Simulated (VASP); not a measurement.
Runs of VASP 6.6.1 on BAs. The structure is that of space group F-43m (No. 216), or close to it. The cells are those of the table. 

| cell | smearing | gap on the mesh (eV) | pressure (GPa) |
| --- | --- | --- | --- |
| a = 3.449 Å, angles 60.0°, 2 atoms | gaussian 0.02 eV | 1.43 | -7.2 |
| a = 3.416 Å, angles 60.0°, 2 atoms | gaussian 0.02 eV | (a) | -3.7 |
| a = 3.383 Å, angles 60.0°, 2 atoms | gaussian 0.02 eV | 1.37 | 0.2 |
| a = 3.349 Å, angles 60.0°, 2 atoms | gaussian 0.02 eV | (c) | 4.9 |
| a = 3.492 Å, angles 60.0°, 2 atoms | gaussian 0.02 eV | (b) | -11.0 |
| a = 3.242 Å, angles 60.0°, 2 atoms | gaussian 0.02 eV | 1.23 | 24.0 |
| a = 3.278 Å, angles 60.0°, 2 atoms | gaussian 0.02 eV | 1.27 | 16.6 |
| a = 3.383 Å, angles 60.0°, 2 atoms | gaussian 0.05 eV | 1.37 | 0.2 |

Alike in all rows: task single point; level r2SCAN; potentials or basis VASP PAW PBE potentials, release 64 (B, As); no spin polarisation; k mesh 10 × 10 × 10; cutoff (eV) 520.

Fill in the values left out.

(a) 1.41; (b) 1.47; (c) 1.34.

Caveats: the PAW data sets were made with another functional, which shifts forces and pressure a little.

A k mesh can miss the band edges, and the runs leave out spin-orbit coupling on As.
